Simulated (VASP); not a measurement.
## TaN: single point with PBEsol

Slab: TaN, a slab with vacuum.

```
CELL_PARAMETERS angstrom
2.89600 0.00000 0.00000
0.00000 5.17892 0.00000
0.00000 0.00000 25.01367
ATOMIC_POSITIONS crystal
N 0.00000 0.30331 0.33981
N 0.00000 0.89337 0.41035
N 0.00000 0.30331 0.48088
N 0.00000 0.81204 0.52142
N 0.00000 0.38489 0.58712
N 0.00000 0.76577 0.66218
Ta 0.50000 0.00000 0.35058
Ta 0.00000 0.50000 0.41035
Ta 0.50000 0.00000 0.47012
Ta 0.50000 0.50076 0.52873
Ta 0.00000 0.99554 0.59418
Ta 0.50000 0.53150 0.64306
```

```json
{"Program": "VASP 6.6.1", "Task": "single point", "Functional": "PBEsol", "Potentials or basis": "VASP PAW PBE potentials, release 64 (N, Ta_pv)", "Cutoff": "520 eV", "k mesh": "10 × 6 × 1", "Occupations": "gaussian, width 0.1 eV", "Spin": "no spin polarisation", "Dipole correction": "yes", "Further INCAR settings": "ALGO = Normal; EDIFF = 1e-06; NBANDS = 60"}
```

```json
{"Largest force": "3.739 eV/Å", "Band gap on the k mesh": "zero (band 48 reaches 0.73 eV, above the bottom of band 49 at -0.51 eV)"}
```

Forces on the atoms (eV/Å):
```
N    0.000 -2.268  1.251
N    0.000 -0.470 -0.317
N    0.000 -0.098 -0.258
N    0.000 -0.001 -0.002
N    0.000 -0.001 -0.006
N    0.000  0.100  0.080
Ta   0.000  3.607  0.987
Ta   0.000 -0.658 -1.880
Ta   0.000 -0.119  0.131
Ta   0.000  0.008 -0.006
Ta   0.000  0.000  0.008
Ta   0.000 -0.100  0.012
```

Levels at points of the mesh, in eV from the Fermi level:
| k point | band 45 | band 46 | band 47 | band 48 | band 49 | band 50 | band 51 | band 52 |
| --- | --- | --- | --- | --- | --- | --- | --- | --- |
| (0.00, 0.00, 0.00) | -1.86 | -1.79 | -0.94 | -0.30 | -0.24 | 0.26 | 1.18 | 1.42 |
| (0.50, 0.00, 0.00) | -1.87 | -0.18 | 0.56 | 0.97 | 1.00 | 1.10 | 1.79 | 2.17 |
| (0.00, 0.50, 0.00) | -2.21 | -2.02 | -1.28 | -1.10 | 0.40 | 0.90 | 1.68 | 1.81 |
| (0.50, 0.50, 0.00) | -1.52 | -0.92 | -0.65 | -0.28 | -0.05 | 0.45 | 1.48 | 1.89 |

It took 38 min on 1 thread of AMD EPYC 7571, on a shared host, peak memory 0.66 GiB.

Caveat: the PAW data sets were made with another functional, which shifts forces and pressure a little; spin-orbit coupling is left out, which moves the levels of the heavy elements.
